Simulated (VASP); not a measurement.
# BeS (F-43m) in VASP: a series of runs

BeS is run at these levels: PBE+D3(BJ); tasks: single point.

All numbers are computed with VASP 6.6.1; they aren't measurements. Logs are shortened: lines on timing, memory, paths and dates and some standing lists are left out, and cuts for length are marked.

**1. The cell of the first run**

Symmetry: F-43m, No. 216, cubic system. Conventional cell: a = 4.850 Å, b = 4.850 Å, c = 4.850 Å, α = 90.00°, β = 90.00°, γ = 90.00°. Be (site symmetry -43m) has 4 S at 2.10 Å within 2.8 Å. Within 2.8 Å of S (site symmetry -43m) lie 4 Be at 2.10 Å.

**2. Single point, PBE+D3(BJ)**

INCAR reads:

```
PREC     = Accurate       # precision mode
ENCUT    = 520            # plane-wave cutoff, eV
EDIFF    = 1E-6           # SCF threshold, eV
ISMEAR   = 0              # smearing method
SIGMA    = 0.01           # smearing width, eV
LREAL    = F              # projectors in reciprocal space
LASPH    = T              # aspherical terms in the spheres
NELM     = 60             # most SCF steps
ALGO     = Normal         # electronic algorithm
ISIF     = 2              # what is computed and relaxed
LWAVE    = F              # write WAVECAR
LCHARG   = F              # write CHGCAR
GGA      = PE             # functional
IVDW     = 12             # dispersion correction
NBANDS   = 11             # bands
```

KPOINTS reads:

```
regular mesh
0
Gamma
  3 3 3
```

POSCAR reads:

```
BeS
1.0
    0.0000000000      2.4250000000      2.4250000000
    2.4250000000      0.0000000000      2.4250000000
    2.4250000000      2.4250000000      0.0000000000
Be S
1 1
Direct
    0.0000000000      0.0000000000      0.0000000000
    0.2500000000      0.2500000000      0.2500000000
```

Potentials or basis: VASP PAW PBE potentials, release 64 (Be, S).

On the command line:

```
> cat potpaw_PBE.64/Be/POTCAR potpaw_PBE.64/S/POTCAR > POTCAR
> mpirun -np 1 vasp_std > vasp.out
```

OUTCAR:

```text
PREC = Accurate
   ENCUT = 520
   EDIFF = 1E-6
   ISMEAR = 0
   LREAL = F
   LASPH = T
   NELM = 60
   ISIF = 2
   GGA = PE
   IVDW = 12
 IVDW          = 12

 ion  position               nearest neighbor table
   1  0.000  0.000  0.000-   2 2.10   2 2.10   2 2.10   2 2.10
   2  0.250  0.250  0.250-   1 2.10   1 2.10   1 2.10   1 2.10

  LATTYP: Found a face centered cubic cell.
 ALAT       =     4.8500000000

  Lattice vectors:

 A1 = (   0.0000000000,   2.4250000000,   2.4250000000)
 A2 = (   2.4250000000,   0.0000000000,   2.4250000000)
 A3 = (   2.4250000000,   2.4250000000,   0.0000000000)

Analysis of symmetry for initial positions (statically):
=====================================================================
 Subroutine PRICEL returns:
 Original cell was already a primitive cell.

 Routine SETGRP: Setting up the symmetry group for a
 face centered cubic supercell.

 Subroutine GETGRP returns: Found 24 space group operations
 (whereof 24 operations were pure point group operations)
 out of a pool of 48 trial point group operations.

The static configuration has the point symmetry T_d .

Analysis of symmetry for dynamics (positions and initial velocities):
=====================================================================
 Subroutine PRICEL returns:
 Original cell was already a primitive cell.

 Routine SETGRP: Setting up the symmetry group for a
 face centered cubic supercell.

 Subroutine GETGRP returns: Found 24 space group operations
 (whereof 24 operations were pure point group operations)
 out of a pool of 48 trial point group operations.

The dynamic configuration has the point symmetry T_d .

 Subroutine INISYM returns: Found 24 space group operations
 (whereof 24 operations are pure point group operations),
 and found     1 'primitive' translations

----------------------------------------------------------------------------------------

                                     Primitive cell

  volume of cell :      28.5210

  direct lattice vectors                    reciprocal lattice vectors
     0.000000000  2.425000000  2.425000000    -0.206185567  0.206185567  0.206185567
     2.425000000  0.000000000  2.425000000     0.206185567 -0.206185567  0.206185567
     2.425000000  2.425000000  0.000000000     0.206185567  0.206185567 -0.206185567

  length of vectors
     3.429467889  3.429467889  3.429467889     0.357123878  0.357123878  0.357123878

[... 65 lines left out ...]
   ISIF   =      2    stress and relaxation
   ISYM   =      2    0-nonsym 1-usesym 2-fastsym
   POTIM  = 0.5000    time-step for ionic-motion
   TEBEG  =    0.0;   TEEND  =   0.0 temperature during run
   PSTRESS=    0.0 pullay stress
   NELECT =       8.0000    total number of electrons
   NUPDOWN=      -1.0000    fix difference up-down
   EMIN   =  10.00;   EMAX   =-10.00  energy-range for DOS
   EFERMI =   0.00;   METHOD = LEGACY
   ISMEAR =     0;   SIGMA  =   0.01  broadening in eV -4-tet -1-fermi 0-gaus
   EFERMI_NEDOS =   21; number of points for ismear=-14 and -15
   IALGO  =     38    algorithm
   IMIX   =      4    mixing-type and parameters
     AMIX     =   0.40;   BMIX     =  1.00
     AMIX_MAG =   1.60;   BMIX_MAG =  1.00
  volume/ion in A,a.u.               =      14.26        96.23
  Fermi-wavevector in a.u.,A,eV,Ry     =   1.071642  2.025110 15.625158  1.148417
  Thomas-Fermi vector in A             =   2.207388
   LORBIT       =      0    0 simple, 1 ext, 2 COOP (PROOUT), +10 PAW based schemes
   GGA     = PE    functional components
   LHFCALC =     F    Hartree Fock is set to
   AEXX    =    0.0000 exact exchange contribution
   IVDW    =    12    specifies the selected vdW correction
   LEPSILON=     F    determine dielectric tensor
   LRPA    =     F    only Hartree local field effects (RPA)
 non-spin polarized calculation
 Gauss-broadening in eV      SIGMA  =   0.01
  energy-cutoff  :      520.00
  volume of cell :       28.52
 maximum number of plane-waves:       776
 NGX is ok and might be reduce to    28
   NGX = 13   NGY = 13   NGZ = 13

 number of electron       7.9999999 magnetization

 Free energy of the ion-electron system (eV)
  ---------------------------------------------------
  ext. energy  EPLUGINS =         0.00000000
  ---------------------------------------------------
  free energy    TOTEN  =        -9.76485616 eV

  energy without entropy =       -9.76485616  energy(sigma->0) =       -9.76485616

 E-fermi :   4.3241     XC(G=0):  -9.6957

 val. band max:        4.2569001276   @ k =   0.0000   0.0000   0.0000
 cond. band min:       8.0515279421   @ k =   0.3333   0.3333   0.0000
 fundamental gap:      3.7946278145
 Fermi energy:         4.3240922542

 k-point     1 :       0.0000    0.0000    0.0000
  band No.  band energies     occupation
      1      -9.4423      2.00000
      2       4.2569      2.00000
      3       4.2569      2.00000
      4       4.2569      2.00000
      5       9.8743      0.00000
      6       9.8743      0.00000
      7       9.8743      0.00000
      8      10.1271      0.00000
      9      17.0308      0.00000
     10      17.0308      0.00000
     11      19.0795      0.00000
[... 29 lines left out ...]
 k-point     4 :      -0.3333    0.3333    0.0000
  band No.  band energies     occupation
      1      -7.3872      2.00000
      2      -0.3514      2.00000
      3       0.1301      2.00000
      4       2.3699      2.00000
      5       9.0536      0.00000
      6      13.3091      0.00000
      7      13.7775      0.00000
      8      14.7827      0.00000
      9      15.3072      0.00000
     10      16.7209      0.00000
     11      22.4121      0.00000

------------------------ aborting loop because EDIFF is reached ----------------------------------------

 Edisp (eV)   -0.60275

 E8    (eV) :    -0.2161

  FORCE on cell =-STRESS in cart. coord.  units (eV):
  Direction    XX          YY          ZZ          XY          YZ          ZX
  --------------------------------------------------------------------------------------
  -------------------------------------------------------------------------------------
  Total       0.03365     0.03365     0.03365     0.00000     0.00000     0.00000
  in kB       1.89057     1.89057     1.89057     0.00000     0.00000     0.00000
  external pressure =        1.89 kB  Pullay stress =        0.00 kB

 VOLUME and BASIS-vectors are now :
 -----------------------------------------------------------------------------
  energy-cutoff  :      520.00
  volume of cell :       28.52
      direct lattice vectors                 reciprocal lattice vectors
     0.000000000  2.425000000  2.425000000    -0.206185567  0.206185567  0.206185567
     2.425000000  0.000000000  2.425000000     0.206185567 -0.206185567  0.206185567
     2.425000000  2.425000000  0.000000000     0.206185567  0.206185567 -0.206185567

 POSITION                                       TOTAL-FORCE (eV/Angst)
 -----------------------------------------------------------------------------------
      0.00000      0.00000      0.00000         0.000000      0.000000      0.000000
      1.21250      1.21250      1.21250        -0.000000     -0.000000     -0.000000
 -----------------------------------------------------------------------------------
    total drift:                                0.000000      0.000000      0.000000

  FREE ENERGIE OF THE ION-ELECTRON SYSTEM (eV)
  ---------------------------------------------------
  free  energy   TOTEN  =       -10.3676103002 eV

  energy  without entropy=      -10.3676103002  energy(sigma->0) =      -10.36761030
```

OSZICAR:

```text
N       E                     dE             d eps       ncg     rms          rms(c)
DAV:   1     0.226341323825E+02    0.22634E+02   -0.38620E+03    88   0.615E+02
DAV:   2    -0.859921150905E+01   -0.31233E+02   -0.30495E+02    97   0.124E+02
DAV:   3    -0.996192259047E+01   -0.13627E+01   -0.13606E+01   128   0.261E+01
DAV:   4    -0.996744370352E+01   -0.55211E-02   -0.55205E-02   100   0.175E+00
DAV:   5    -0.996749518463E+01   -0.51481E-04   -0.51481E-04   106   0.182E-01    0.544E+00
DAV:   6    -0.980791489943E+01    0.15958E+00   -0.15618E-01    97   0.184E+00    0.381E+00
DAV:   7    -0.976284347914E+01    0.45071E-01   -0.13578E-01    97   0.190E+00    0.125E+00
DAV:   8    -0.976471453708E+01   -0.18711E-02   -0.83521E-03    99   0.469E-01    0.164E-01
DAV:   9    -0.976477515334E+01   -0.60616E-04   -0.61474E-04   114   0.151E-01    0.303E-02
DAV:  10    -0.976484855553E+01   -0.73402E-04   -0.10146E-04    94   0.604E-02    0.161E-02
DAV:  11    -0.976485577008E+01   -0.72146E-05   -0.18537E-05   108   0.230E-02    0.114E-02
DAV:  12    -0.976485615683E+01   -0.38675E-06   -0.60132E-07    68   0.469E-03
   1 F= -.10367610E+02 E0= -.10367610E+02  d E =-.154765E-22
```

stdout:

```text
POSCAR found type information on POSCAR BeS
 POSCAR found :  2 types and       2 ions
 scaLAPACK will be used
 LDA part: xc-table for (Slater+PW92), standard interpolation
 POSCAR, INCAR and KPOINTS ok, starting setup
 FFT: planning ... GRIDC
 FFT: planning ... GRID_SOFT
 FFT: planning ... GRID
 WAVECAR not read
 entering main loop
```

Run time: 4.4 s. Hardware: 1 thread of Intel Xeon 8259CL, shared host; peak memory 0.15 GiB.

Results:

```
Free energy                : -10.3676 eV
Pressure                   : 0.2 GPa
Band gap on the k mesh     : 3.79 eV, indirect (least direct gap 5.62 eV)
Dispersion energy per atom : -0.301 eV
```

Levels at points of the mesh, in eV from the valence-band top:
```
           k point  band 2  band 3  band 4  band 5  band 6  band 7
(0.00, 0.00, 0.00)    0.00    0.00    0.00    5.62    5.62    5.62
```

Caveat: the k points lie up to 0.75 Å⁻¹ apart; three body term missing. A k mesh can miss the band edges.

**3. Single point, PBE+D3(BJ)**

INCAR reads:

```
SYSTEM = BeS
ALGO = Normal
EDIFF = 1E-6
ENCUT = 520
GGA = PE
ISIF = 2
ISMEAR = 0
IVDW = 12
LASPH = .True.
LCHARG = .False.
LREAL = .False.
LWAVE = .False.
NBANDS = 11
NELM = 60
PREC = Accurate
SIGMA = 0.01
```

KPOINTS reads:

```
k-points
0
Gamma
  4 4 4
  0 0 0
```

POSCAR is that of step 2.

Potentials or basis: VASP PAW PBE potentials, release 64 (Be, S).

On the command line:

```
> cat potpaw_PBE.64/Be/POTCAR potpaw_PBE.64/S/POTCAR > POTCAR
> mpirun -np 1 vasp_std > vasp.out
```

Run time: 6.3 s. Hardware: 1 thread of Intel Xeon 8259CL, shared host; peak memory 0.15 GiB.

The run converged. Its results:

```
Free energy                : -10.5632 eV
Pressure                   : -1.5 GPa
Band gap on the k mesh     : 3.10 eV, indirect (least direct gap 5.66 eV)
Dispersion energy per atom : -0.301 eV
```

Levels at points of the mesh, in eV from the valence-band top:
```
           k point  band 1  band 2  band 3  band 4  band 5  band 6  band 7  band 8  band 9
(0.00, 0.00, 0.00)  -13.69    0.00    0.00    0.00    5.66    5.66    5.66    5.88   12.80
(0.50, 0.00, 0.00)  -12.08   -5.80   -1.04   -1.04    5.47    6.55    6.55   11.20   14.93
(0.50, 0.50, 0.00)  -11.54   -5.03   -2.65   -2.65    3.10    4.90   12.77   12.77   15.56
```

Caveat: the k points lie up to 0.56 Å⁻¹ apart; three body term missing. A k mesh can miss the band edges.

(Part 1 of 2 ends here.)
